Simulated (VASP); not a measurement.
Input of a VASP 6.6.1 run:

File INCAR:

```
PREC = Accurate ; ENCUT = 520
EDIFF = 1E-7 ; ISMEAR = 0
SIGMA = 0.1 ; LREAL = F
LASPH = T ; NELM = 80
ALGO = Normal ; ISIF = 2
LWAVE = F ; LCHARG = F
GGA = PE ; NBANDS = 24
```

Contents of KPOINTS:

```
regular mesh
0
Gamma
  6 6 4
```

The input POSCAR:

```
LiPrP3
1.0
    4.8582431700      0.0000000000      0.0000000000
   -2.4291215900      4.2073620100      0.0000000000
    0.0000000000      0.0000000000      5.6908461700
Li Pr P
1 1 3
Direct
    0.0000000000      0.0000000000      0.5000000000
    0.6666666700      0.3333333300      0.0000000000
    0.2101489000      0.7898511000      0.0000000000
    0.2101489000      0.4202977900      0.0000000000
    0.5797022100      0.7898511000      0.0000000000
```

Potentials or basis: VASP PAW PBE potentials, release 64 (Li_sv, Pr, P).

Command:

```sh
$ cat potpaw_PBE.64/Li_sv/POTCAR potpaw_PBE.64/Pr/POTCAR potpaw_PBE.64/P/POTCAR > POTCAR
$ mpirun -np 1 vasp_std > vasp.out
```

Task: Predict the largest force.

Result: 17.612 eV/Å.

Task: Estimate the band gap on the k mesh.

Result: Zero (an odd number of electrons rules out a gap without spin polarisation).

Forces in eV/Å, atoms in the order of the input:
```
Li    0.000   0.000   0.000
Pr    0.000   0.000   0.000
P   -15.252   8.806   0.000
P     0.000 -17.612   0.000
P    15.252   8.806   0.000
```

Caveat: spin-orbit coupling is left out, which moves the levels of the heavy elements; an odd number of electrons without spin polarisation forces a metal; a magnetic or distorted state may lie lower; semilocal functionals describe open f shells poorly, which spoils levels, moments and volumes. Spin polarisation is off, so any magnetic state and its effect on volume and gap are missing.
